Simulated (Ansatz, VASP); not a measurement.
**Two plane-wave programs on PbSe**

```
Pb Se
1.0
     0.00000    3.00876    3.00876
     3.00876    0.00000    3.00876
     3.00876    3.00876    0.00000
Pb Se
1 1
Cartesian
  0.0000 0.0000 0.0000
  3.0088 3.0088 3.0088
```

Alike in both runs: task single point; functional PBE; k mesh 6 × 6 × 6; no spin polarisation.

```csv
,VASP,Ansatz
version,VASP 6.6.1,Ansatz 0.2.0
potentials or method,"VASP PAW PBE potentials, release 64 (Pb_d, Se), cutoff 500 eV","plane waves, PAW"
occupations,"gaussian, width 0.01 eV",fixed
valence electrons in the cell,20,30
```

```csv
,VASP,Ansatz,Ansatz less VASP
pressure (GPa),5.6,5.6,+0.01
```

VASP's potentials hold 20 valence electrons a cell and Ansatz's 30, so a difference there can come from the potentials and not from the codes.

Spin-orbit coupling is off throughout.
